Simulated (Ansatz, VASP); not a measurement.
# C in VASP and in Ansatz

```
C
1.0
     2.11304   -1.22004    0.00000
     2.11304    1.22004    0.00000
    -1.36981    0.00000    3.47932
C
2
Cartesian
  -0.6654 0.0000 3.4790
  3.5217 0.0000 0.0003
```

Change from the starting cell: volume scaled by 0.98.

Alike in both runs: task single point; functional LDA; k mesh 13 × 13 × 8; occupations fermi-dirac, width 0.05 eV; no spin polarisation.

|  | VASP | Ansatz |
| --- | --- | --- |
| version | VASP 6.6.1 | Ansatz 0.2.0 |
| potentials or method | VASP PAW LDA potentials, release 64 (C), cutoff 520 eV | all-electron LAPW, scalar-relativistic |

Ansatz gave:

```
gap on the k mesh at the Fermi level (eV)                     : 0.91
least direct gap on the mesh (eV)                             : 0.92
pressure (GPa)                                                : 1.5
traceless stress, the component that is largest in VASP (GPa) : -2.32
```

Problem. Estimate VASP's values.

Solution. gap on the k mesh at the Fermi level (eV): 0.91; least direct gap on the mesh (eV): 0.92; pressure (GPa): 2.2; traceless stress, the component that is largest in VASP (GPa): -3.20.

LDA's correlation is that of Perdew and Zunger in VASP and of Perdew and Wang (1992) in Ansatz. Ansatz ran all-electron here, and VASP with PAW potentials.
